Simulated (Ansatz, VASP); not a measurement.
## Two plane-wave programs on GeIrPt6

```
Ge Ir Pt
1.0
     5.55349    0.00000    0.00000
    -2.77675    4.80947    0.00000
     0.00000    0.00000    4.65369
Ge Ir Pt
1 1 6
Direct
  0.66667 0.33333 0.00000
  0.33333 0.66667 0.50000
  0.33141 0.16571 0.50000
  0.83429 0.16571 0.50000
  0.83429 0.66859 0.50000
  0.66115 0.83058 0.00000
  0.16942 0.83058 0.00000
  0.16942 0.33885 0.00000
```

Change from the starting cell: species swapped into the PrYAl6 type (P-6m2, No. 187).

Alike in both runs: functional PBE; k mesh 3 × 3 × 4; occupations gaussian, width 0.2 eV; no spin polarisation.

Ansatz relaxed the structure, and its values are those at the end. VASP's run is a single point on that final structure, the one shown.

|  | VASP | Ansatz |
| --- | --- | --- |
| version | VASP 6.6.1 | Ansatz 0.2.0 |
| potentials or method | VASP PAW PBE potentials, release 64 (Ge_d, Ir, Pt), cutoff 500 eV | scalar-relativistic, plane waves, PAW |
| valence electrons in the cell | 83 | 139 |

```csv
,VASP,Ansatz,Ansatz less VASP
gap on the k mesh at the Fermi level (eV),none,none,-
pressure (GPa),-0.3,0.0,+0.27
rms of the force components (eV/Å),0.003,0.003,-0.0002
```

A gap of «none» marks a metal or a gap that the smearing closes. The functional is the same, so the differences come from potentials, cutoffs and numerics. VASP's potentials hold 83 valence electrons a cell and Ansatz's 139, so a difference there can come from the potentials and not from the codes.

The k mesh is coarse, so the values compare programs but aren't converged. Neither program's run includes spin-orbit coupling.
